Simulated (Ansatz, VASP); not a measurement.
# Pd, level by level in two programs

```
Pd
1.0
     0.00000    1.97211    1.97211
     1.97211    0.00000    1.97211
     1.97211    1.97211    0.00000
Pd
1
Direct
  0.00000 0.00000 0.00000
```

Single points on this cell with VASP 6.6.1 and Ansatz 0.2.0. Each row is one pair of runs. Alike in all rows: spin: off; smearing: fermi-dirac, width 0.05 eV.

| level | k mesh | VASP's potentials, cutoff | Ansatz's potentials, cutoff | gap on the k mesh at the Fermi level (eV), VASP | gap on the k mesh at the Fermi level (eV), Ansatz |
| --- | --- | --- | --- | --- | --- |
| r2SCAN+D4 | 12 × 12 × 12 | VASP PAW PBE potentials, release 64 (Pd_sv_GW), 690 eV | Ansatz PAW, 500 eV | none | none |
| r2SCANh | 6 × 6 × 6 | VASP PAW PBE potentials, release 64 (Pd_sv_GW), 510 eV | Ansatz PAW, 500 eV | none | none |
| BHLYP | 6 × 6 × 6 | VASP PAW PBE potentials, release 64 (Pd_sv_GW), 470 eV | Ansatz PAW, 420 eV | none | none |
| HF | 6 × 6 × 6 | VASP PAW PBE potentials, release 64 (Pd_sv_GW), 470 eV | Ansatz PAW, 420 eV | none | none |

A gap of «none» marks a metal or a gap that the smearing closes.

The k mesh is coarse in some rows, so the values compare programs but aren't converged. Noted on Ansatz's runs: Pulay correction over one GPa.
